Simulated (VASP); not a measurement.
# Zr2H3Pd (I4/mmm) in VASP: further runs

Runs on Zr2H3Pd. Level: PBEsol. Tasks: single point.

Program: VASP 6.6.1. These are calculated values, not measurements. Logs are shortened: lines on timing, memory, paths and dates and some standing lists are left out, and cuts for length are marked.

### 1 The cell of the first run

Symmetry: I4/mmm, No. 139, tetragonal system. Conventional cell: a = 3.207 Å, b = 3.207 Å, c = 13.400 Å, α = 90.00°, β = 90.00°, γ = 90.00°. Within 2.6 Å of Zr (site symmetry 4mm) lie 5 H at 1.97 to 2.12 Å. H (site symmetry 4/mmm) has 2 Zr at 1.97 Å and 4 Pd at 2.27 Å within 2.6 Å. Within 2.8 Å of H (site symmetry -4m2) lie 4 Zr at 2.12 Å and 4 H at 2.27 Å. Within 3.0 Å of Pd (site symmetry 4/mmm) lie 4 H at 2.27 Å.

### 2 Single point, PBEsol

The input, INCAR:

```
SYSTEM = Zr2H3Pd
PREC = Accurate
ENCUT = 520
EDIFF = 1E-6
ISMEAR = 1
SIGMA = 0.05
LREAL = .False.
LASPH = .True.
NELM = 80
ALGO = Normal
ISIF = 2
LWAVE = .False.
LCHARG = .False.
GGA = PS
NBANDS = 28
```

The input, KPOINTS:

```
regular mesh
0
Gamma
  8 8 8
  0 0 0
```

The input, POSCAR:

```
Zr2H3Pd
1.0
   -1.6033930000      1.6033930000      6.7000100000
    1.6033930000     -1.6033930000      6.7000100000
    1.6033930000      1.6033930000     -6.7000100000
Zr H Pd
2 3 1
Direct
    0.6470620000      0.6470620000      0.0000000000
    0.3529380000      0.3529380000      0.0000000000
    0.5000000000      0.5000000000      0.0000000000
    0.7500000000      0.2500000000      0.5000000000
    0.2500000000      0.7500000000      0.5000000000
    0.0000000000      0.0000000000      0.0000000000
```

Potentials or basis: VASP PAW PBE potentials, release 64 (Zr_sv, H, Pd).

Run with:

```
$ cat potpaw_PBE.64/Zr_sv/POTCAR potpaw_PBE.64/H/POTCAR potpaw_PBE.64/Pd/POTCAR > POTCAR
$ mpirun -np 1 vasp_std > vasp.out
```

OUTCAR:

```text
SYSTEM = Zr2H3Pd
   PREC = Accurate
   ENCUT = 520
   EDIFF = 1E-6
   ISMEAR = 1
   LREAL = .False.
   LASPH = .True.
   NELM = 80
   ISIF = 2
   GGA = PS

 ion  position               nearest neighbor table
   1  0.647  0.647  0.000-   3 1.97   4 2.12   5 2.12   4 2.12   5 2.12   6 3.00   6 3.00   6 3.00
                             6 3.00   2 3.57   2 3.57   2 3.57   2 3.57
   2  0.353  0.353  0.000-   3 1.97   4 2.12   5 2.12   5 2.12   4 2.12   6 3.00   6 3.00   6 3.00
                             6 3.00   1 3.57   1 3.57   1 3.57   1 3.57
   3  0.500  0.500  0.000-   1 1.97   2 1.97
   4  0.750  0.250  0.500-   1 2.12   2 2.12   2 2.12   1 2.12
   5  0.250  0.750  0.500-   1 2.12   2 2.12   2 2.12   1 2.12
   6  0.000  0.000  0.000-   1 3.00   1 3.00   1 3.00   2 3.00   1 3.00   2 3.00   2 3.00   2 3.00

  LATTYP: Found a body centered tetragonal cell.
 ALAT       =     3.2067860000
 C/A-ratio  =     4.1786449111

  Lattice vectors:

 A1 = (  -1.6033930000,   1.6033930000,   6.7000100000)
 A2 = (   1.6033930000,  -1.6033930000,   6.7000100000)
 A3 = (   1.6033930000,   1.6033930000,  -6.7000100000)

Analysis of symmetry for initial positions (statically):
=====================================================================
 Subroutine PRICEL returns:
 Original cell was already a primitive cell.

 Routine SETGRP: Setting up the symmetry group for a
 body centered tetragonal supercell.

 Subroutine GETGRP returns: Found 16 space group operations
 (whereof 16 operations were pure point group operations)
 out of a pool of 16 trial point group operations.

The static configuration has the point symmetry D_4h.

Analysis of symmetry for dynamics (positions and initial velocities):
=====================================================================
 Subroutine PRICEL returns:
 Original cell was already a primitive cell.

 Routine SETGRP: Setting up the symmetry group for a
 body centered tetragonal supercell.

 Subroutine GETGRP returns: Found 16 space group operations
 (whereof 16 operations were pure point group operations)
 out of a pool of 16 trial point group operations.

The dynamic configuration has the point symmetry D_4h.

 Subroutine INISYM returns: Found 16 space group operations
 (whereof 16 operations are pure point group operations),
 and found     1 'primitive' translations

----------------------------------------------------------------------------------------

                                     Primitive cell

  volume of cell :      68.8994

  direct lattice vectors                    reciprocal lattice vectors
    -1.603393000  1.603393000  6.700010000     0.000000000  0.311838707  0.074626754
     1.603393000 -1.603393000  6.700010000     0.311838707  0.000000000  0.074626754
     1.603393000  1.603393000 -6.700010000     0.311838707  0.311838707  0.000000000

  length of vectors
     7.073321159  7.073321159  7.073321159     0.320643933  0.320643933  0.441006529

  position of ions in fractional coordinates (direct lattice)
     0.647062000  0.647062000  0.000000000
     0.352938000  0.352938000  0.000000000
     0.500000000  0.500000000  0.000000000
     0.750000000  0.250000000  0.500000000
     0.250000000  0.750000000  0.500000000
     0.000000000  0.000000000  0.000000000

  ion indices of the primitive-cell ions
   primitive index   ion index
                 1           1
                 2           2
                 3           3
                 4           4
                 5           5
                 6           6

----------------------------------------------------------------------------------------

 KPOINTS: regular mesh

Automatic generation of k-mesh.
 Grid dimensions read from file:
 generate k-points for:    8    8    8

 Generating k-lattice:

  Cartesian coordinates                     Fractional coordinates (reciprocal lattice)
     0.000000000  0.038979838  0.009328344     0.125000000  0.000000000 -0.000000000
     0.038979838  0.000000000  0.009328344     0.000000000  0.125000000 -0.000000000
     0.038979838  0.038979838  0.000000000     0.000000000  0.000000000  0.125000000

  Length of vectors
     0.040080492  0.040080492  0.055125816

  Shift w.r.t. Gamma in fractional coordinates (k-lattice)
     0.000000000  0.000000000  0.000000000

 Subroutine IBZKPT returns following result:
 ===========================================

 Found     59 irreducible k-points:

 Following reciprocal coordinates:
            Coordinates               Weight
  0.000000  0.000000  0.000000      1.000000
  0.125000 -0.000000  0.000000      8.000000
  0.250000 -0.000000  0.000000      8.000000
  0.375000  0.000000  0.000000      8.000000
  0.500000 -0.000000  0.000000      4.000000
  0.125000  0.125000  0.000000      8.000000
[... 16 lines left out ...]
  0.250000  0.125000  0.125000     16.000000
  0.375000  0.125000  0.125000      8.000000
 [... further k-points ...]
   k-points           NKPTS =     59   k-points in BZ     NKDIM =     59   number of bands    NBANDS=     28
   number of dos      NEDOS =    301   number of ions     NIONS =      6
   total plane-waves  NPLWV = 157464
   dimension x,y,z NGX =    54 NGY =   54 NGZ =   54
   dimension x,y,z NGXF=   108 NGYF=  108 NGZF=  108
   ions per type =               2   3   1
   NGX,Y,Z   is equivalent  to a cutoff of  12.69, 12.69, 12.69 a.u.
   NGXF,Y,Z  is equivalent  to a cutoff of  25.38, 25.38, 25.38 a.u.
 SYSTEM =  Zr2H3Pd
   PREC   = accura    normal or accurate (medium, high low for compatibility)
   ISTART =      0    job   : 0-new  1-cont  2-samecut
   ICHARG =      2    charge: 1-file 2-atom 10-const
   ISPIN  =      1    spin polarized calculation?
   LNONCOLLINEAR =      F non collinear calculations
   LSORBIT =      F    spin-orbit coupling
   LASPH  =      T    aspherical Exc in radial PAW
   ENCUT  =  520.0 eV  38.22 Ry    6.18 a.u.  13.15 13.15 13.15*2*pi/ulx,y,z
   NELM   =     80;   NELMIN=  2; NELMDL= -5     # of ELM steps
   EDIFF  = 0.1E-05   stopping-criterion for ELM
   LREAL  =      F    real-space projection
   EDIFFG = 0.1E-04   stopping-criterion for IOM
   NSW    =      0    number of steps for IOM
   IBRION =     -1    ionic relax: 0-MD 1-quasi-New 2-CG
   NFREE  =      0    steps in history (QN), initial steepest desc. (CG)
   ISIF   =      2    stress and relaxation
   ISYM   =      2    0-nonsym 1-usesym 2-fastsym
   POTIM  = 0.5000    time-step for ionic-motion
   TEBEG  =    0.0;   TEEND  =   0.0 temperature during run
   PSTRESS=    0.0 pullay stress
   NELECT =      37.0000    total number of electrons
   NUPDOWN=      -1.0000    fix difference up-down
   EMIN   =  10.00;   EMAX   =-10.00  energy-range for DOS
   EFERMI =   0.00;   METHOD = LEGACY
   ISMEAR =     1;   SIGMA  =   0.05  broadening in eV -4-tet -1-fermi 0-gaus
   EFERMI_NEDOS =   21; number of points for ismear=-14 and -15
   IALGO  =     38    algorithm
   IMIX   =      4    mixing-type and parameters
     AMIX     =   0.40;   BMIX     =  1.00
     AMIX_MAG =   1.60;   BMIX_MAG =  1.00
  volume/ion in A,a.u.               =      11.48        77.49
  Fermi-wavevector in a.u.,A,eV,Ry     =   1.330670  2.514601 24.091589  1.770682
  Thomas-Fermi vector in A             =   2.459739
   LORBIT       =      0    0 simple, 1 ext, 2 COOP (PROOUT), +10 PAW based schemes
   GGA     = PS    functional components
   LHFCALC =     F    Hartree Fock is set to
   AEXX    =    0.0000 exact exchange contribution
   IVDW    =     0    specifies the selected vdW correction
   LEPSILON=     F    determine dielectric tensor
   LRPA    =     F    only Hartree local field effects (RPA)
 non-spin polarized calculation
 Methfessel and Paxton  Order N= 1 SIGMA  =   0.05
  energy-cutoff  :      520.00
  volume of cell :       68.90
 maximum number of plane-waves:      1888
 NGX is ok and might be reduce to    54
   NGX = 27   NGY = 27   NGZ = 27

 number of electron      37.0000002 magnetization

 Free energy of the ion-electron system (eV)
  ---------------------------------------------------
  ext. energy  EPLUGINS =         0.00000000
  ---------------------------------------------------
  free energy    TOTEN  =       -36.43142536 eV

  energy without entropy =      -36.43151192  energy(sigma->0) =      -36.43145421

 E-fermi :   8.6413     XC(G=0): -11.6963

 val. band max:        8.6311826740   @ k =   0.2500  -0.0000   0.0000
 cond. band min:       8.6423880923   @ k =  -0.1250   0.2500   0.1250
 fundamental gap:      0.0112054183
 Fermi energy:         8.6412514148

 k-point     1 :       0.0000    0.0000    0.0000
  band No.  band energies     occupation
      1     -40.4039      2.00000
      2     -40.3717      2.00000
      3     -18.7586      2.00000
      4     -18.4125      2.00000
      5     -18.1966      2.00000
      6     -18.1966      2.00000
[... 20 lines left out ...]
     27      12.6342      0.00000
     28      16.1687      0.00000

 k-point     2 :       0.1250   -0.0000    0.0000
  band No.  band energies     occupation
      1     -40.3956      2.00000
      2     -40.3660      2.00000
      3     -18.7376      2.00000
      4     -18.4200      2.00000
      5     -18.2705      2.00000
      6     -18.2276      2.00000
[... 20 lines left out ...]
     27      13.3407      0.00000
     28      15.8597      0.00000

 k-point     3 :       0.2500   -0.0000    0.0000
  band No.  band energies     occupation
      1     -40.3752      2.00000
      2     -40.3526      2.00000
      3     -18.6909      2.00000
      4     -18.5000      2.00000
      5     -18.4116      2.00000
      6     -18.3868      2.00000
[... 20 lines left out ...]
     27      14.1508      0.00000
     28      15.4360      0.00000

 k-point     4 :       0.3750    0.0000    0.0000
  band No.  band energies     occupation
      1     -40.3530      2.00000
      2     -40.3407      2.00000
      3     -18.6983      2.00000
      4     -18.6681      2.00000
      5     -18.5194      2.00000
      6     -18.4242      2.00000
[... 20 lines left out ...]
     27      14.3064      0.00000
     28      15.3407      0.00000

 k-point     5 :       0.5000   -0.0000    0.0000
  band No.  band energies     occupation
      1     -40.3409      2.00000
      2     -40.3386      2.00000
      3     -18.7437      2.00000
      4     -18.7434      2.00000
      5     -18.5027      2.00000
      6     -18.4496      2.00000
[... 20 lines left out ...]
     27      14.6653      0.00000
     28      15.0419      0.00000

 k-point     6 :       0.1250    0.1250    0.0000
  band No.  band energies     occupation
      1     -40.3873      2.00000
      2     -40.3604      2.00000
      3     -18.7137      2.00000
      4     -18.4283      2.00000
      5     -18.2733      2.00000
      6     -18.2529      2.00000
[... 463 lines left out ...]
      5     -18.5819      2.00000
      6     -18.5816      2.00000
[... 20 lines left out ...]
     27      13.9227      0.00000
     28      15.4771      0.00000

 k-point    22 :       0.1250    0.1250    0.1250
  band No.  band energies     occupation
      1     -40.3485      2.00000
      2     -40.3319      2.00000
      3     -18.6374      2.00000
      4     -18.4634      2.00000
      5     -18.4542      2.00000
      6     -18.4126      2.00000
[... 20 lines left out ...]
     27      15.2483      0.00000
     28      15.3956      0.00000

 k-point    23 :       0.2500    0.1250    0.1250
  band No.  band energies     occupation
      1     -40.3280      2.00000
      2     -40.3188      2.00000
      3     -18.6507      2.00000
      4     -18.6256      2.00000
      5     -18.5023      2.00000
      6     -18.4312      2.00000
[... 20 lines left out ...]
     27      14.7319      0.00000
     28      15.4491      0.00000

 k-point    24 :       0.3750    0.1250    0.1250
  band No.  band energies     occupation
      1     -40.3176      2.00000
      2     -40.3152      2.00000
      3     -18.7004      2.00000
      4     -18.6998      2.00000
      5     -18.4875      2.00000
      6     -18.4283      2.00000
[... 20 lines left out ...]
     27      15.2985      0.00000
     28      15.6128      0.00000

 [... further k-points ...]
[... 5 lines left out ...]
  --------------------------------------------------------------------------------------
  -------------------------------------------------------------------------------------
  Total       -2.8295759     -2.8295759     -2.0431062      0.0000000      0.0000000      0.0000000
  in kB      -65.7985810    -65.7985810    -47.5101191      0.0000000      0.0000000      0.0000000
  external PRESSURE =     -59.7024270 kB  Pullay stress =       0.0000000 kB

 VOLUME and BASIS-vectors are now :
 -----------------------------------------------------------------------------
  energy-cutoff  :      520.00
  volume of cell :       68.90
      direct lattice vectors                 reciprocal lattice vectors
    -1.603393000  1.603393000  6.700010000     0.000000000  0.311838707  0.074626754
     1.603393000 -1.603393000  6.700010000     0.311838707  0.000000000  0.074626754
     1.603393000  1.603393000 -6.700010000     0.311838707  0.311838707  0.000000000

 POSITION                                       TOTAL-FORCE (eV/Angst)
 -----------------------------------------------------------------------------------
      0.00000      0.00000      8.67064         0.000000      0.000000     -0.019489
      0.00000      0.00000      4.72938         0.000000      0.000000      0.019489
      0.00000      0.00000      6.70001        -0.000000     -0.000000     -0.000000
      0.00000      1.60339      3.35000        -0.000000     -0.000000      0.000000
      1.60339      0.00000      3.35000        -0.000000     -0.000000      0.000000
      0.00000      0.00000      0.00000        -0.000000     -0.000000     -0.000000
 -----------------------------------------------------------------------------------
    total drift:                                0.000000     -0.000000      0.000000

  FREE ENERGIE OF THE ION-ELECTRON SYSTEM (eV)
  ---------------------------------------------------
  free  energy   TOTEN  =       -36.4314253553 eV

  energy  without entropy=      -36.4315119226  energy(sigma->0) =      -36.43145421
```

Wall time 5.1 min (1 thread of Intel Xeon Platinum 8488C (Sapphire Rapids), shared host); peak memory 0.44 GiB.

What came out:

| Property | Result |
| --- | --- |
| Free energy | -36.4314 eV |
| Pressure | -6.0 GPa |
| Largest force | 0.019 eV/Å |

Forces in eV/Å, atoms in the order of the input:
```
Zr   0.000  0.000 -0.019
Zr   0.000  0.000  0.019
H    0.000  0.000  0.000
H    0.000  0.000  0.000
H    0.000  0.000  0.000
Pd   0.000  0.000  0.000
```

Caveat: the PAW data sets were made with another functional, which shifts forces and pressure a little.

(Part 1 of 2 ends here.)
